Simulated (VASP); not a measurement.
# Si3NiMo (Pm-3m) in VASP: notebook

Runs on Si3NiMo. Level: PBE. Tasks: single point.

All numbers are computed with VASP 6.6.1; they aren't measurements. Logs are shortened: lines on timing, memory, paths and dates and some standing lists are left out, and cuts for length are marked.

### Step 1. The cell of the first run

The structure is cubic, space group Pm-3m (No. 221). The conventional cell has a = 4.669 Å, b = 4.669 Å, c = 4.669 Å, α = 90.00°, β = 90.00°, γ = 90.00°. Si (site symmetry 4/mmm) has 2 Mo at 2.33 Å within 3.1 Å. Within 4.3 Å of Ni (site symmetry m-3m) lie 12 Si at 3.30 Å and 8 Mo at 4.04 Å. Within 3.1 Å of Mo (site symmetry m-3m) lie 6 Si at 2.33 Å.

### Step 2. Single point, PBE

Contents of INCAR:

```
SYSTEM = Si3NiMo
PREC = Accurate ; ENCUT = 520
EDIFF = 1E-6 ; ISMEAR = 0
SIGMA = 0.1 ; LREAL = .False.
LASPH = .True. ; NELM = 60
ALGO = Normal ; ISIF = 2
LWAVE = .False. ; LCHARG = .False.
GGA = PE ; NBANDS = 26
```

Contents of KPOINTS:

```
regular mesh
0
Gamma
  8 8 8
  0 0 0
```

Contents of POSCAR:

```
Si3NiMo
1.0
    4.6690427392      0.0000000000      0.0000000000
    0.0000000000      4.6690427392      0.0000000000
    0.0000000000      0.0000000000      4.6690427392
Si Ni Mo
3 1 1
Direct
    0.5000000000      0.0000000000      0.0000000000
    0.0000000000      0.5000000000      0.0000000000
    0.0000000000      0.0000000000      0.5000000000
    0.5000000000      0.5000000000      0.5000000000
    0.0000000000      0.0000000000      0.0000000000
```

Potentials or basis: VASP PAW PBE potentials, release 64 (Si, Ni, Mo_sv).

The run is started by

```bash
$ cat potpaw_PBE.64/Si/POTCAR potpaw_PBE.64/Ni/POTCAR potpaw_PBE.64/Mo_sv/POTCAR > POTCAR
$ mpirun -np 1 vasp_std > vasp.out
```

OUTCAR:

```text
SYSTEM = Si3NiMo
   PREC = Accurate
   ENCUT = 520
   EDIFF = 1E-6
   ISMEAR = 0
   LREAL = .False.
   LASPH = .True.
   NELM = 60
   ISIF = 2
   GGA = PE

 ion  position               nearest neighbor table
   1  0.500  0.000  0.000-   5 2.33   5 2.33
   2  0.000  0.500  0.000-   5 2.33   5 2.33
   3  0.000  0.000  0.500-   5 2.33   5 2.33
   4  0.500  0.500  0.500-
   5  0.000  0.000  0.000-   1 2.33   2 2.33   3 2.33   3 2.33   2 2.33   1 2.33

  LATTYP: Found a simple cubic cell.
 ALAT       =     4.6690427392

  Lattice vectors:

 A1 = (   4.6690427392,   0.0000000000,   0.0000000000)
 A2 = (   0.0000000000,   4.6690427392,   0.0000000000)
 A3 = (   0.0000000000,   0.0000000000,   4.6690427392)

Analysis of symmetry for initial positions (statically):
=====================================================================
 Subroutine PRICEL returns:
 Original cell was already a primitive cell.

 Routine SETGRP: Setting up the symmetry group for a
 simple cubic supercell.

 Subroutine GETGRP returns: Found 48 space group operations
 (whereof 48 operations were pure point group operations)
 out of a pool of 48 trial point group operations.

The static configuration has the point symmetry O_h .

Analysis of symmetry for dynamics (positions and initial velocities):
=====================================================================
 Subroutine PRICEL returns:
 Original cell was already a primitive cell.

 Routine SETGRP: Setting up the symmetry group for a
 simple cubic supercell.

 Subroutine GETGRP returns: Found 48 space group operations
 (whereof 48 operations were pure point group operations)
 out of a pool of 48 trial point group operations.

The dynamic configuration has the point symmetry O_h .

 Subroutine INISYM returns: Found 48 space group operations
 (whereof 48 operations are pure point group operations),
 and found     1 'primitive' translations

----------------------------------------------------------------------------------------

                                     Primitive cell

  volume of cell :     101.7849

  direct lattice vectors                    reciprocal lattice vectors
     4.669042739  0.000000000  0.000000000     0.214176664  0.000000000  0.000000000
     0.000000000  4.669042739  0.000000000     0.000000000  0.214176664  0.000000000
     0.000000000  0.000000000  4.669042739     0.000000000  0.000000000  0.214176664

  length of vectors
     4.669042739  4.669042739  4.669042739     0.214176664  0.214176664  0.214176664

  position of ions in fractional coordinates (direct lattice)
     0.500000000  0.000000000  0.000000000
     0.000000000  0.500000000  0.000000000
     0.000000000  0.000000000  0.500000000
     0.500000000  0.500000000  0.500000000
     0.000000000  0.000000000  0.000000000

  ion indices of the primitive-cell ions
   primitive index   ion index
                 1           1
                 2           2
                 3           3
                 4           4
                 5           5

----------------------------------------------------------------------------------------

 KPOINTS: regular mesh

Automatic generation of k-mesh.
 Grid dimensions read from file:
 generate k-points for:    8    8    8

 Generating k-lattice:

  Cartesian coordinates                     Fractional coordinates (reciprocal lattice)
     0.026772083  0.000000000  0.000000000     0.125000000  0.000000000  0.000000000
     0.000000000  0.026772083  0.000000000     0.000000000  0.125000000  0.000000000
     0.000000000  0.000000000  0.026772083     0.000000000  0.000000000  0.125000000

  Length of vectors
     0.026772083  0.026772083  0.026772083

  Shift w.r.t. Gamma in fractional coordinates (k-lattice)
     0.000000000  0.000000000  0.000000000

 Subroutine IBZKPT returns following result:
 ===========================================

 Found     35 irreducible k-points:

 Following reciprocal coordinates:
            Coordinates               Weight
  0.000000  0.000000  0.000000      1.000000
  0.125000  0.000000  0.000000      6.000000
  0.250000  0.000000  0.000000      6.000000
  0.375000  0.000000  0.000000      6.000000
  0.500000  0.000000  0.000000      3.000000
  0.125000  0.125000  0.000000     12.000000
[... 16 lines left out ...]
  0.375000  0.375000  0.125000     24.000000
  0.500000  0.375000  0.125000     24.000000
 [... further k-points ...]
   k-points           NKPTS =     35   k-points in BZ     NKDIM =     35   number of bands    NBANDS=     26
   number of dos      NEDOS =    301   number of ions     NIONS =      5
   total plane-waves  NPLWV =  46656
   dimension x,y,z NGX =    36 NGY =   36 NGZ =   36
   dimension x,y,z NGXF=    72 NGYF=   72 NGZF=   72
   ions per type =               3   1   1
   NGX,Y,Z   is equivalent  to a cutoff of  12.82, 12.82, 12.82 a.u.
   NGXF,Y,Z  is equivalent  to a cutoff of  25.64, 25.64, 25.64 a.u.
 SYSTEM =  Si3NiMo
   PREC   = accura    normal or accurate (medium, high low for compatibility)
   ISTART =      0    job   : 0-new  1-cont  2-samecut
   ICHARG =      2    charge: 1-file 2-atom 10-const
   ISPIN  =      1    spin polarized calculation?
   LNONCOLLINEAR =      F non collinear calculations
   LSORBIT =      F    spin-orbit coupling
   LASPH  =      T    aspherical Exc in radial PAW
   ENCUT  =  520.0 eV  38.22 Ry    6.18 a.u.   8.68  8.68  8.68*2*pi/ulx,y,z
   NELM   =     60;   NELMIN=  2; NELMDL= -5     # of ELM steps
   EDIFF  = 0.1E-05   stopping-criterion for ELM
   LREAL  =      F    real-space projection
[... 7 lines left out ...]
   TEBEG  =    0.0;   TEEND  =   0.0 temperature during run
   PSTRESS=    0.0 pullay stress
   NELECT =      36.0000    total number of electrons
   NUPDOWN=      -1.0000    fix difference up-down
   EMIN   =  10.00;   EMAX   =-10.00  energy-range for DOS
   EFERMI =   0.00;   METHOD = LEGACY
   ISMEAR =     0;   SIGMA  =   0.10  broadening in eV -4-tet -1-fermi 0-gaus
   EFERMI_NEDOS =   21; number of points for ismear=-14 and -15
   IALGO  =     38    algorithm
   IMIX   =      4    mixing-type and parameters
     AMIX     =   0.40;   BMIX     =  1.00
     AMIX_MAG =   1.60;   BMIX_MAG =  1.00
  volume/ion in A,a.u.               =      20.36       137.38
  Fermi-wavevector in a.u.,A,eV,Ry     =   1.157749  2.187829 18.237020  1.340383
  Thomas-Fermi vector in A             =   2.294358
   LORBIT       =      0    0 simple, 1 ext, 2 COOP (PROOUT), +10 PAW based schemes
   GGA     = PE    functional components
   LHFCALC =     F    Hartree Fock is set to
   AEXX    =    0.0000 exact exchange contribution
   IVDW    =     0    specifies the selected vdW correction
   LEPSILON=     F    determine dielectric tensor
   LRPA    =     F    only Hartree local field effects (RPA)
 non-spin polarized calculation
 Gauss-broadening in eV      SIGMA  =   0.10
  energy-cutoff  :      520.00
  volume of cell :      101.78
 maximum number of plane-waves:      2800
 NGX is ok and might be reduce to    36
   NGX = 17   NGY = 17   NGZ = 17

 number of electron      36.0000010 magnetization

 Free energy of the ion-electron system (eV)
  ---------------------------------------------------
  ext. energy  EPLUGINS =         0.00000000
  ---------------------------------------------------
  free energy    TOTEN  =       -27.99352942 eV

  energy without entropy =      -27.97092774  energy(sigma->0) =      -27.98222858

 E-fermi :   5.8604     XC(G=0):  -9.9983

 val. band max:        5.8584270595   @ k =   0.5000   0.5000   0.0000
 cond. band min:       5.8619098521   @ k =   0.5000   0.5000   0.2500
 fundamental gap:      0.0034827926
 Fermi energy:         5.8604487289

 k-point     1 :       0.0000    0.0000    0.0000
  band No.  band energies     occupation
      1     -54.3256      2.00000
      2     -28.6014      2.00000
      3     -28.6014      2.00000
      4     -28.6014      2.00000
      5      -4.1457      2.00000
      6      -1.0548      2.00000
[... 18 lines left out ...]
     25       9.2239      0.00000
     26       9.2239      0.00000

 k-point     2 :       0.1250    0.0000    0.0000
  band No.  band energies     occupation
      1     -54.3256      2.00000
      2     -28.6029      2.00000
      3     -28.6014      2.00000
      4     -28.6014      2.00000
      5      -4.0475      2.00000
      6      -1.0845      2.00000
[... 18 lines left out ...]
     25       9.2155      0.00000
     26       9.2265      0.00000

 k-point     3 :       0.2500    0.0000    0.0000
  band No.  band energies     occupation
      1     -54.3254      2.00000
      2     -28.6066      2.00000
      3     -28.6013      2.00000
      4     -28.6013      2.00000
      5      -3.7738      2.00000
      6      -1.2247      2.00000
[... 18 lines left out ...]
     25       9.1880      0.00000
     26       9.1880      0.00000

 k-point     4 :       0.3750    0.0000    0.0000
  band No.  band energies     occupation
      1     -54.3253      2.00000
      2     -28.6102      2.00000
      3     -28.6013      2.00000
      4     -28.6013      2.00000
      5      -3.4090      2.00000
      6      -1.5128      2.00000
[... 18 lines left out ...]
     25       9.1384      0.00000
     26       9.1384      0.00000
[... 496 lines left out ...]
      1     -54.3250      2.00000
      2     -28.6116      2.00000
      3     -28.6064      2.00000
      4     -28.6027      2.00000
      5      -2.6771      2.00000
      6      -1.4153      2.00000
[... 18 lines left out ...]
     25      10.1152      0.00000
     26      10.4934      0.00000

 k-point    23 :       0.3750    0.3750    0.1250
  band No.  band energies     occupation
      1     -54.3249      2.00000
      2     -28.6101      2.00000
      3     -28.6101      2.00000
      4     -28.6027      2.00000
      5      -2.5057      2.00000
      6      -1.0887      2.00000
[... 18 lines left out ...]
     25       9.5921      0.00000
     26      10.7268      0.00000

 k-point    24 :       0.5000    0.3750    0.1250
  band No.  band energies     occupation
      1     -54.3249      2.00000
      2     -28.6116      2.00000
      3     -28.6101      2.00000
      4     -28.6026      2.00000
      5      -2.2694      2.00000
      6      -1.1997      2.00000
[... 18 lines left out ...]
     25       9.9852      0.00000
     26      10.7170      0.00000

 [... further k-points ...]
[... 5 lines left out ...]
  --------------------------------------------------------------------------------------
  -------------------------------------------------------------------------------------
  Total        0.0464435      0.0464435      0.0464435      0.0000000     -0.0000000      0.0000000
  in kB        0.7310575      0.7310575      0.7310575      0.0000000     -0.0000000      0.0000000
  external PRESSURE =       0.7310575 kB  Pullay stress =       0.0000000 kB

 VOLUME and BASIS-vectors are now :
 -----------------------------------------------------------------------------
  energy-cutoff  :      520.00
  volume of cell :      101.78
      direct lattice vectors                 reciprocal lattice vectors
     4.669042739  0.000000000  0.000000000     0.214176664  0.000000000  0.000000000
     0.000000000  4.669042739  0.000000000     0.000000000  0.214176664  0.000000000
     0.000000000  0.000000000  4.669042739     0.000000000  0.000000000  0.214176664

 POSITION                                       TOTAL-FORCE (eV/Angst)
 -----------------------------------------------------------------------------------
      2.33452      0.00000      0.00000         0.000000      0.000000      0.000000
      0.00000      2.33452      0.00000         0.000000      0.000000      0.000000
      0.00000      0.00000      2.33452         0.000000      0.000000      0.000000
      2.33452      2.33452      2.33452         0.000000      0.000000      0.000000
      0.00000      0.00000      0.00000         0.000000      0.000000      0.000000
 -----------------------------------------------------------------------------------
    total drift:                                0.000000      0.000000      0.000000

  FREE ENERGIE OF THE ION-ELECTRON SYSTEM (eV)
  ---------------------------------------------------
  free  energy   TOTEN  =       -27.9935294244 eV

  energy  without entropy=      -27.9709277416  energy(sigma->0) =      -27.98222858
```

It took 62 s on 1 thread of Intel Xeon 6975P-C (Granite Rapids), shared host; peak memory 0.25 GiB.

Results:

```
Free energy            : -27.9935 eV
Pressure               : 0.1 GPa
Band gap on the k mesh : zero (band 18 reaches 5.99 eV, above the bottom of band 19 at 5.61 eV)
```

Levels at points of the mesh, in eV from the Fermi level:
```
           k point  band 15  band 16  band 17  band 18  band 19  band 20  band 21  band 22
(0.00, 0.00, 0.00)    -0.57    -0.28    -0.28    -0.28     0.27     1.67     1.67     1.67
(0.50, 0.00, 0.00)    -1.03    -0.46    -0.30     0.13     0.13     1.15     2.73     2.76
(0.50, 0.50, 0.00)    -0.30    -0.20    -0.20     0.00     0.09     0.09     0.81     3.53
(0.50, 0.50, 0.50)    -0.36    -0.36    -0.25    -0.25    -0.25     2.12     2.12     2.12
```

Spin polarisation is off, so any magnetic state and its effect on volume and gap are missing.

### Step 3. Single point, PBE, collinear spin, ferromagnetic start

This run uses another cell than the first one, of 20.22 Å³/atom, 0.993 times its volume.

Contents of INCAR:

```
SYSTEM = Si3NiMo
PREC     = Accurate       ! precision mode
ENCUT    = 520            ! plane-wave cutoff, eV
EDIFF    = 1E-6           ! SCF threshold, eV
ISMEAR   = 0              ! smearing method
SIGMA    = 0.1            ! smearing width, eV
LREAL    = .FALSE.        ! projectors in reciprocal space
LASPH    = .TRUE.         ! aspherical terms in the spheres
NELM     = 150            ! most SCF steps
ALGO     = Normal         ! electronic algorithm
ISIF     = 2              ! what is computed and relaxed
LWAVE    = .FALSE.        ! write WAVECAR
LCHARG   = .FALSE.        ! write CHGCAR
ISPIN    = 2              ! spin polarisation
MAGMOM   = 0 0 0 2 0      ! initial moments
LORBIT   = 11             ! projections on sites
LMAXMIX  = 4              ! l up to which the mixer works
GGA      = PE             ! functional
NBANDS   = 30             ! bands
```

Contents of KPOINTS:

```
Automatic mesh
0
G
  4 4 4
  0 0 0
```

Changes to POSCAR since step 2:

```diff
@@ -2,5 +2,5 @@
 1.0
-    4.6690427392      0.0000000000      0.0000000000
-    0.0000000000      4.6690427392      0.0000000000
-    0.0000000000      0.0000000000      4.6690427392
+    4.6583502060      0.0000000000      0.0000000000
+    0.0000000000      4.6583502060      0.0000000000
+    0.0000000000      0.0000000000      4.6583502060
 Si Ni Mo
```

Potentials or basis: VASP PAW PBE potentials, release 64 (Si, Ni, Mo_sv).

The run is started by

```bash
$ cat potpaw_PBE.64/Si/POTCAR potpaw_PBE.64/Ni/POTCAR potpaw_PBE.64/Mo_sv/POTCAR > POTCAR
$ mpirun -np 1 vasp_std > vasp.out
```

Run time: 58 s. Hardware: 1 thread of Intel Xeon 6975P-C (Granite Rapids), shared host; peak memory 0.26 GiB.

The run converged. Its results:

```
Free energy                                           : -27.9865 eV
Pressure                                              : 0.9 GPa
Net moment                                            : 0.67 μB per cell
Site moments                                          : Si +0.01; Ni +0.55; Mo +0.03 μB
Valence electrons inside the program's atomic spheres : Si 1.58; Ni 8.81; Mo 13.06
```

Levels at points of the mesh, in eV from the Fermi level:
Spin up:
```tsv
k point	band 14	band 15	band 16	band 17	band 18	band 19	band 20	band 21	band 22	band 23
(0.00, 0.00, 0.00)	-0.90	-0.90	-0.68	-0.68	-0.68	0.19	1.65	1.65	1.65	2.45
(0.50, 0.00, 0.00)	-1.21	-1.12	-0.94	-0.61	-0.23	-0.23	0.99	2.73	2.73	3.15
(0.50, 0.50, 0.00)	-0.78	-0.74	-0.64	-0.64	-0.05	0.07	0.07	0.73	3.47	3.93
(0.50, 0.50, 0.50)	-0.96	-0.73	-0.73	-0.73	-0.72	-0.72	2.10	2.10	2.10	4.58
```
Spin down:
```csv
k point,band 14,band 15,band 16,band 17,band 18,band 19,band 20,band 21,band 22,band 23
"(0.00, 0.00, 0.00)",-0.58,-0.58,-0.16,-0.16,-0.16,0.26,1.65,1.65,1.65,2.47
"(0.50, 0.00, 0.00)",-1.17,-1.05,-0.33,-0.29,0.25,0.25,1.15,2.72,2.73,3.15
"(0.50, 0.50, 0.00)",-0.38,-0.17,-0.08,-0.08,0.02,0.06,0.06,0.80,3.49,3.96
"(0.50, 0.50, 0.50)",-0.90,-0.35,-0.35,-0.11,-0.11,-0.11,2.10,2.10,2.10,4.57
```
